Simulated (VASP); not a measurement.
HfB2: relaxation of shape and atoms at fixed volume with PBEsol

Crystal: HfB2.

```
CELL_PARAMETERS angstrom
3.16678 0.00000 0.00000
-1.58339 2.74251 0.00000
0.00000 0.00000 3.49630
ATOMIC_POSITIONS crystal
Hf 0.00000 0.00000 0.00000
B 0.33333 0.66667 0.50000
B 0.66667 0.33333 0.50000
```

This cell differs from its parent crystal: volume scaled by 1.040.

* Program: VASP 6.6.1
* Task: relaxation of shape and atoms at fixed volume
* Functional: PBEsol
* Potentials or basis: VASP PAW PBE potentials, release 64 (Hf_pv, B)
* Cutoff: 600 eV
* k mesh: 12 × 12 × 10
* Occupations: gaussian, width 0.05 eV
* Spin: no spin polarisation
* Dipole correction: no
* Further INCAR settings: ALGO = Normal; EDIFF = 1e-06; IBRION = 2; EDIFFG = -0.01; NSW = 60; ISIF = 4

* Energy gained by relaxing: 0.0 meV/atom
* Ionic steps: 2
* Pressure after relaxing: -9.7 GPa
* Band gap on the k mesh: zero (band 8 reaches 8.09 eV, above the bottom of band 9 at 6.82 eV)

The path:
| step | energy change (eV) | largest force (eV/Å) | pressure (GPa) | volume (Å³) |
| --- | --- | --- | --- | --- |
| 1 | 0.0000 | 0.0000 | -9.72 | 30.37 |
| 2 | -0.0001 | 0.0000 | -9.68 | 30.37 |

Final structure:
```xyz
3
Lattice="3.1643 0.0000 0.0000 -1.5821 2.7404 0.0000 0.0000 0.0000 3.5018" Properties=species:S:1:pos:R:3 pbc="T T T"
Hf    3.1643    0.0000    0.0000
B     0.0000    1.8269    1.7509
B     1.5821    0.9135    1.7509
```

Levels at points of the mesh, in eV from the Fermi level:
```csv
k point,band 4,band 5,band 6,band 7,band 8,band 9,band 10,band 11,band 12
"(0.00, 0.00, 0.00)",-13.74,-3.12,-3.00,-3.00,-2.89,3.74,3.74,4.42,4.42
"(0.50, 0.00, 0.00)",-9.81,-9.12,-4.19,-3.53,-2.98,1.95,2.49,5.27,5.41
"(0.00, 0.00, 0.50)",-11.39,-8.44,-1.30,-1.30,0.13,0.13,0.81,0.81,2.03
"(0.50, 0.00, 0.50)",-10.34,-7.58,-5.03,-4.79,-2.83,3.75,3.87,5.92,6.87
```

It took 27 s on 1 thread of Intel(R) Xeon(R) 6975P-C (Granite Rapids), with other jobs on the host, peak memory 0.2 GiB.

Caveat: the cell differs from its parent crystal (volume scaled by 1.040); the PAW data sets were made with another functional, which shifts forces and pressure a little; spin-orbit coupling is left out, which moves the levels of the heavy elements.
